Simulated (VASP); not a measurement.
# Sr2Al2O (R-3m) in VASP: further runs

The runs below take Sr2Al2O through single point, with PBE.

Program: VASP 6.6.1. These are calculated values, not measurements. Logs are shortened: lines on timing, memory, paths and dates and some standing lists are left out, and cuts for length are marked.

## (1) The cell of the first run

Symmetry: R-3m, No. 166, trigonal system. Conventional cell: a = 4.236 Å, b = 4.236 Å, c = 23.245 Å, α = 90.00°, β = 90.00°, γ = 120.00°. Sr (site symmetry 3m) has 3 O at 2.81 Å and 6 Al at 3.45 to 3.53 Å and 3 Sr at 3.69 Å within 3.7 Å. Within 3.2 Å of Al (site symmetry 3m) lie 3 Al at 2.45 Å. Within 3.7 Å of O (site symmetry -3m) lie 6 Sr at 2.81 Å.

## (2) Single point, PBE, collinear spin, ferromagnetic start

Contents of INCAR:

```
SYSTEM = Sr2Al2O
PREC     = Accurate       ! precision mode
ENCUT    = 600            ! plane-wave cutoff, eV
EDIFF    = 1E-6           ! SCF threshold, eV
ISMEAR   = 0              ! smearing method
SIGMA    = 0.1            ! smearing width, eV
LREAL    = .False.        ! projectors in reciprocal space
LASPH    = .True.         ! aspherical terms in the spheres
NELM     = 200            ! most SCF steps
ALGO     = Normal         ! electronic algorithm
ISIF     = 2              ! what is computed and relaxed
LWAVE    = .False.        ! write WAVECAR
LCHARG   = .False.        ! write CHGCAR
ISPIN    = 2              ! spin polarisation
MAGMOM   = 0 0 0 0 1      ! initial moments
LORBIT   = 11             ! projections on sites
GGA      = PE             ! functional
NBANDS   = 28             ! bands
GGA_COMPAT= .False.
```

Contents of KPOINTS:

```
Automatic mesh
0
Gamma
  6 6 6
  0 0 0
```

Contents of POSCAR:

```
Sr2Al2O
1.0
    2.1178432386      1.2227373639      7.7482779668
   -2.1178432386      1.2227373639      7.7482779668
    0.0000000000     -2.4454747279      7.7482779668
Sr Al O
2 2 1
Direct
    0.6071515989      0.6071515989      0.6071515989
    0.3928484011      0.3928484011      0.3928484011
    0.1689222646      0.1689222646      0.1689222646
    0.8310777354      0.8310777354      0.8310777354
    0.0000000000      0.0000000000      0.0000000000
```

Potentials or basis: VASP PAW PBE potentials, release 64 (Sr_sv, Al, O).

Run with:

```bash
> cat potpaw_PBE.64/Sr_sv/POTCAR potpaw_PBE.64/Al/POTCAR potpaw_PBE.64/O/POTCAR > POTCAR
> mpirun -np 1 vasp_std > vasp.out
```

OUTCAR:

```text
SYSTEM = Sr2Al2O
   PREC = Accurate
   ENCUT = 600
   EDIFF = 1E-6
   ISMEAR = 0
   LREAL = .False.
   LASPH = .True.
   NELM = 200
   ISIF = 2
   ISPIN = 2
   LORBIT = 11
   GGA = PE

 ion  position               nearest neighbor table
   1  0.607  0.607  0.607-   5 2.81   5 2.81   5 2.81   3 3.45   3 3.45   3 3.45   4 3.53   4 3.53
                             4 3.53   2 3.69   2 3.69   2 3.69   2 4.98
   2  0.393  0.393  0.393-   5 2.81   5 2.81   5 2.81   4 3.45   4 3.45   4 3.45   3 3.53   3 3.53
                             3 3.53   1 3.69   1 3.69   1 3.69   1 4.98
   3  0.169  0.169  0.169-   4 2.45   4 2.45   4 2.45   1 3.45   1 3.45   1 3.45   2 3.53   2 3.53
                             2 3.53
   4  0.831  0.831  0.831-   3 2.45   3 2.45   3 2.45   2 3.45   2 3.45   2 3.45   1 3.53   1 3.53
                             1 3.53
   5  0.000  0.000  0.000-   1 2.81   1 2.81   2 2.81   2 2.81   1 2.81   2 2.81

  LATTYP: Found a trigonal (rhomboedric) cell.
 ALAT       =     8.1250328058
 COS(alpha) =     0.8641162978

  Lattice vectors:

 A1 = (   2.1178432386,   1.2227373639,   7.7482779668)
 A2 = (  -2.1178432386,   1.2227373639,   7.7482779668)
 A3 = (   0.0000000000,  -2.4454747279,   7.7482779668)

Analysis of symmetry for initial positions (statically):
=====================================================================
 Subroutine PRICEL returns:
 Original cell was already a primitive cell.

 Routine SETGRP: Setting up the symmetry group for a
 trigonal (rhombohedral) supercell.

 Subroutine GETGRP returns: Found 12 space group operations
 (whereof 12 operations were pure point group operations)
 out of a pool of 12 trial point group operations.

The static configuration has the point symmetry D_3d.

Analysis of symmetry for dynamics (positions and initial velocities):
=====================================================================
 Subroutine PRICEL returns:
 Original cell was already a primitive cell.

 Routine SETGRP: Setting up the symmetry group for a
 trigonal (rhombohedral) supercell.

 Subroutine GETGRP returns: Found 12 space group operations
 (whereof 12 operations were pure point group operations)
 out of a pool of 12 trial point group operations.

The dynamic configuration has the point symmetry D_3d.

Analysis of structural, dynamic, and magnetic symmetry:
=====================================================================
 Subroutine PRICEL returns:
 Original cell was already a primitive cell.

 Routine SETGRP: Setting up the symmetry group for a
 trigonal (rhombohedral) supercell.

 Subroutine GETGRP returns: Found 12 space group operations
 (whereof 12 operations were pure point group operations)
 out of a pool of 12 trial point group operations.

The overall configuration has the point symmetry D_3d.

 Subroutine INISYM returns: Found 12 space group operations
 (whereof 12 operations are pure point group operations),
 and found     1 'primitive' translations

----------------------------------------------------------------------------------------

                                     Primitive cell

  volume of cell :     120.3881

  direct lattice vectors                    reciprocal lattice vectors
     2.117843239  1.222737364  7.748277967     0.236089240  0.136306186  0.043020312
    -2.117843239  1.222737364  7.748277967    -0.236089240  0.136306186  0.043020312
     0.000000000 -2.445474728  7.748277967     0.000000000 -0.272612372  0.043020312

  length of vectors
     8.125032806  8.125032806  8.125032806     0.275985965  0.275985965  0.275985965

  position of ions in fractional coordinates (direct lattice)
     0.607151599  0.607151599  0.607151599
     0.392848401  0.392848401  0.392848401
     0.168922265  0.168922265  0.168922265
     0.831077735  0.831077735  0.831077735
     0.000000000  0.000000000  0.000000000

  ion indices of the primitive-cell ions
   primitive index   ion index
                 1           1
                 2           2
                 3           3
                 4           4
                 5           5

----------------------------------------------------------------------------------------

 KPOINTS: Automatic mesh

Automatic generation of k-mesh.
[... 46 lines left out ...]
 -0.333333  0.500000  0.166667     12.000000
 [... further k-points ...]
   k-points           NKPTS =     32   k-points in BZ     NKDIM =     32   number of bands    NBANDS=     28
   number of dos      NEDOS =    301   number of ions     NIONS =      5
   total plane-waves  NPLWV = 343000
   dimension x,y,z NGX =    70 NGY =   70 NGZ =   70
   dimension x,y,z NGXF=   140 NGYF=  140 NGZF=  140
   ions per type =               2   2   1
   NGX,Y,Z   is equivalent  to a cutoff of  14.32, 14.32, 14.32 a.u.
   NGXF,Y,Z  is equivalent  to a cutoff of  28.65, 28.65, 28.65 a.u.
 SYSTEM =  Sr2Al2O
   PREC   = accura    normal or accurate (medium, high low for compatibility)
   ISTART =      0    job   : 0-new  1-cont  2-samecut
   ICHARG =      2    charge: 1-file 2-atom 10-const
   ISPIN  =      2    spin polarized calculation?
   LNONCOLLINEAR =      F non collinear calculations
   LSORBIT =      F    spin-orbit coupling
   LASPH  =      T    aspherical Exc in radial PAW
   ENCUT  =  600.0 eV  44.10 Ry    6.64 a.u.  16.23 16.23 16.23*2*pi/ulx,y,z
   NELM   =    200;   NELMIN=  2; NELMDL= -5     # of ELM steps
   EDIFF  = 0.1E-05   stopping-criterion for ELM
   LREAL  =      F    real-space projection
   EDIFFG = 0.1E-04   stopping-criterion for IOM
   NSW    =      0    number of steps for IOM
   IBRION =     -1    ionic relax: 0-MD 1-quasi-New 2-CG
   NFREE  =      0    steps in history (QN), initial steepest desc. (CG)
   ISIF   =      2    stress and relaxation
   ISYM   =      2    0-nonsym 1-usesym 2-fastsym
   POTIM  = 0.5000    time-step for ionic-motion
   TEBEG  =    0.0;   TEEND  =   0.0 temperature during run
   PSTRESS=    0.0 pullay stress
   NELECT =      32.0000    total number of electrons
   NUPDOWN=      -1.0000    fix difference up-down
   EMIN   =  10.00;   EMAX   =-10.00  energy-range for DOS
   EFERMI =   0.00;   METHOD = LEGACY
   ISMEAR =     0;   SIGMA  =   0.10  broadening in eV -4-tet -1-fermi 0-gaus
   EFERMI_NEDOS =   21; number of points for ismear=-14 and -15
   IALGO  =     38    algorithm
   IMIX   =      4    mixing-type and parameters
     AMIX     =   0.40;   BMIX     =  1.00
     AMIX_MAG =   1.60;   BMIX_MAG =  1.00
  volume/ion in A,a.u.               =      24.08       162.48
  Fermi-wavevector in a.u.,A,eV,Ry     =   1.052601  1.989127 15.074825  1.107968
  Thomas-Fermi vector in A             =   2.187690
   LORBIT       =     11    0 simple, 1 ext, 2 COOP (PROOUT), +10 PAW based schemes
   GGA     = PE    functional components
   LHFCALC =     F    Hartree Fock is set to
   AEXX    =    0.0000 exact exchange contribution
   IVDW    =     0    specifies the selected vdW correction
   LEPSILON=     F    determine dielectric tensor
   LRPA    =     F    only Hartree local field effects (RPA)
 spin polarized calculation
 Gauss-broadening in eV      SIGMA  =   0.10
  energy-cutoff  :      600.00
  volume of cell :      120.39
 maximum number of plane-waves:      4081
 NGX is ok and might be reduce to    70
   NGX = 33   NGY = 33   NGZ = 33

 number of electron      32.0000000 magnetization       0.0000589

 number of electron      32.0000000 magnetization      -0.0002575

 Free energy of the ion-electron system (eV)
  ---------------------------------------------------
  ext. energy  EPLUGINS =         0.00000000
  ---------------------------------------------------
  free energy    TOTEN  =       -20.61361597 eV

  energy without entropy =      -20.60067350  energy(sigma->0) =      -20.60714473

 E-fermi :   3.8770     XC(G=0):  -8.9741

 val. band max:        3.8710875161   @ k =   0.0000   0.0000   0.0000
 cond. band min:       3.9225994412   @ k =  -0.3333  -0.3333   0.1667
 fundamental gap:      0.0515119250
 Fermi energy:         3.8770297645

 spin component 1

 k-point     1 :       0.0000    0.0000    0.0000
  band No.  band energies     occupation
      1     -31.9710      1.00000
      2     -31.9219      1.00000
      3     -14.5159      1.00000
      4     -13.9068      1.00000
      5     -13.9068      1.00000
      6     -13.8718      1.00000
[... 733 lines left out ...]
     27       9.6237      0.00000
     28       9.9099      0.00000

 [... further k-points ...]

 spin component 2

 k-point     1 :       0.0000    0.0000    0.0000
  band No.  band energies     occupation
      1     -31.9710      1.00000
      2     -31.9219      1.00000
      3     -14.5159      1.00000
      4     -13.9068      1.00000
      5     -13.9068      1.00000
      6     -13.8718      1.00000
[... 733 lines left out ...]
     27       9.6236      0.00000
     28       9.9099      0.00000

 [... further k-points ...]

------------------------ aborting loop because EDIFF is reached ----------------------------------------

  FORCE on cell =-STRESS in cart. coord.  units (eV):
  Direction    XX          YY          ZZ          XY          YZ          ZX
  --------------------------------------------------------------------------------------
  -------------------------------------------------------------------------------------
  Total        0.0604336      0.0604336      0.5153256      0.0000000     -0.0000000      0.0000000
  in kB        0.8042766      0.8042766      6.8581796      0.0000000     -0.0000000      0.0000000
  external PRESSURE =       2.8222443 kB  Pullay stress =       0.0000000 kB

 VOLUME and BASIS-vectors are now :
 -----------------------------------------------------------------------------
  energy-cutoff  :      600.00
  volume of cell :      120.39
      direct lattice vectors                 reciprocal lattice vectors
     2.117843239  1.222737364  7.748277967     0.236089240  0.136306186  0.043020312
    -2.117843239  1.222737364  7.748277967    -0.236089240  0.136306186  0.043020312
     0.000000000 -2.445474728  7.748277967     0.000000000 -0.272612372  0.043020312

 POSITION                                       TOTAL-FORCE (eV/Angst)
 -----------------------------------------------------------------------------------
      0.00000     -0.00000     14.11314         0.000000      0.000000     -0.079022
      0.00000     -0.00000      9.13170         0.000000     -0.000000      0.079022
      0.00000     -0.00000      3.92657         0.000000      0.000000     -0.006602
      0.00000     -0.00000     19.31826         0.000000     -0.000000      0.006602
      0.00000      0.00000      0.00000         0.000000      0.000000     -0.000000
 -----------------------------------------------------------------------------------
    total drift:                                0.000000      0.000000      0.000000

  FREE ENERGIE OF THE ION-ELECTRON SYSTEM (eV)
  ---------------------------------------------------
  free  energy   TOTEN  =       -20.6136159675 eV

  energy  without entropy=      -20.6006734975  energy(sigma->0) =      -20.60714473

 total charge

# of ion       s       p       d       tot
------------------------------------------
    1        2.014   5.769   0.195   7.978
    2        2.014   5.769   0.195   7.978
    3        0.446   0.430   0.000   0.876
    4        0.446   0.430   0.000   0.876
    5        1.552   3.314   0.000   4.867
--------------------------------------------------
tot          6.472  15.711   0.391  22.574

 magnetization (x)

# of ion       s       p       d       tot
------------------------------------------
    1        0.000  -0.000  -0.000  -0.000
    2        0.000  -0.000  -0.000  -0.000
    3       -0.000  -0.000   0.000  -0.000
    4       -0.000  -0.000   0.000  -0.000
    5        0.000   0.000   0.000   0.000
--------------------------------------------------
tot          0.000   0.000  -0.000  -0.000
```

Wall time 24 min (1 thread of Intel Xeon Platinum 8259CL at 2.50GHz (Skylake/Cascade Lake), shared host); peak memory 1 GiB.

What came out:

```yaml
Free_energy: -20.6136 eV
Pressure: 0.3 GPa
Largest_force: 0.079 eV/Å
Band_gap_on_the_k_mesh: zero (filled and empty bands overlap)
Net_moment: 0.00 μB per cell
Valence_electrons_inside_the_program's_atomic_spheres: Sr 7.98; Al 0.88; O 4.87
```

Forces in eV/Å, atoms in the order of the input:
```
Sr   0.000  0.000 -0.079
Sr   0.000  0.000  0.079
Al   0.000  0.000 -0.007
Al   0.000  0.000  0.007
O    0.000  0.000  0.000
```

## (3) Single point, PBE, collinear spin, ferromagnetic start

Contents of INCAR:

```
PREC = Accurate
ENCUT = 600
EDIFF = 1E-6
ISMEAR = 0
SIGMA = 0.1
LREAL = False
LASPH = True
NELM = 200
ALGO = Normal
ISIF = 2
LWAVE = False
LCHARG = True
ISPIN = 2
MAGMOM = 0 0 0 0 1
LORBIT = 11
GGA = PE
LELF = True
LVHAR = True
NBANDS = 28
GGA_COMPAT = False
```

Contents of KPOINTS:

```
Automatic mesh
0
Gamma
  6 6 6
```

POSCAR is that of step 2.

Potentials or basis: VASP PAW PBE potentials, release 64 (Sr_sv, Al, O).

Run with:

```bash
> cat potpaw_PBE.64/Sr_sv/POTCAR potpaw_PBE.64/Al/POTCAR potpaw_PBE.64/O/POTCAR > POTCAR
> mpirun -np 1 vasp_std > vasp.out
```

Run time: 27 min. Hardware: 1 thread of Intel Xeon Platinum 8259CL at 2.50GHz (Skylake/Cascade Lake), shared host; peak memory 1 GiB.

It converged, with:

- Free energy: -20.6136 eV
- Pressure: 0.3 GPa
- Largest force: 0.079 eV/Å
- Band gap on the k mesh: zero (filled and empty bands overlap)
- Net moment: 0.00 μB per cell
- Valence electrons inside the program's atomic spheres: Sr 7.98; Al 0.88; O 4.87

Forces in eV/Å, atoms in the order of the input:
```
Sr   0.000  0.000 -0.079
Sr   0.000  0.000  0.079
Al   0.000  0.000 -0.007
Al   0.000  0.000  0.007
O    0.000  0.000  0.000
```

Stress tensor (GPa, compression positive):
```
0.08 0.00 0.00
0.00 0.08 0.00
0.00 0.00 0.69
```

Levels at points of the mesh, in eV from the Fermi level:
Spin up:
```
           k point  band 14  band 15  band 16  band 17  band 18  band 19
(0.00, 0.00, 0.00)    -1.56    -0.01     0.47     0.47     2.34     2.59
(0.50, 0.00, 0.00)    -2.89    -0.86    -0.84    -0.18     1.14     1.74
(0.50, 0.50, 0.00)    -2.90    -0.97    -0.85     0.24     0.31     2.64
(0.50, 0.50, 0.50)    -2.92     0.58     0.58     1.29     2.06     2.06
```
Spin down:
| k point | band 14 | band 15 | band 16 | band 17 | band 18 | band 19 |
| --- | --- | --- | --- | --- | --- | --- |
| (0.00, 0.00, 0.00) | -1.56 | -0.01 | 0.47 | 0.47 | 2.34 | 2.59 |
| (0.50, 0.00, 0.00) | -2.89 | -0.86 | -0.84 | -0.18 | 1.14 | 1.74 |
| (0.50, 0.50, 0.00) | -2.90 | -0.97 | -0.85 | 0.24 | 0.31 | 2.64 |
| (0.50, 0.50, 0.50) | -2.92 | 0.58 | 0.58 | 1.29 | 2.06 | 2.06 |
